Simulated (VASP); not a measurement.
Si2C, 6 atoms in the cell. Symmetry: F-43m, No. 216, cubic system. Conventional cell: a = 6.982 Å, b = 6.982 Å, c = 6.982 Å, α = 90.00°, β = 90.00°, γ = 90.00°. Within 2.1 Å of Si (site symmetry 3m) lie 1 C at 1.57 Å. C (site symmetry -43m) has 12 Si at 2.90 Å and 4 C at 3.02 Å within 3.8 Å. Within 2.1 Å of C (site symmetry -43m) lie 4 Si at 1.57 Å. The cell was built from a structure type or drawn by symmetry, and may not be a known phase.

- Program: VASP 6.6.1
- Task: single point
- Functional: PBE
- Potentials or basis: VASP PAW PBE potentials, release 64 (Si, C)
- Cutoff: 520 eV
- k mesh: 4 × 4 × 4
- Occupations: gaussian, width 0.1 eV
- Spin: no spin polarisation
- Dipole correction: no
- Further INCAR settings: ALGO = Normal; EDIFF = 1e-06; NBANDS = 21

Potentials or basis: VASP PAW PBE potentials, release 64 (Si, C).

Run with:

```sh
$ cat potpaw_PBE.64/Si/POTCAR potpaw_PBE.64/C/POTCAR > POTCAR
$ mpirun -np 1 vasp_std > vasp.out
```

Hardware: 1 thread of Intel Xeon 8259CL (shared host).

**Question.** How long does it take, and how much memory?

**Answer.** Run time: 28 s on 1 thread of Intel Xeon 8259CL, with other jobs on the host, peak memory 0.23 GiB. Counts: scf iterations 15, k points 8.
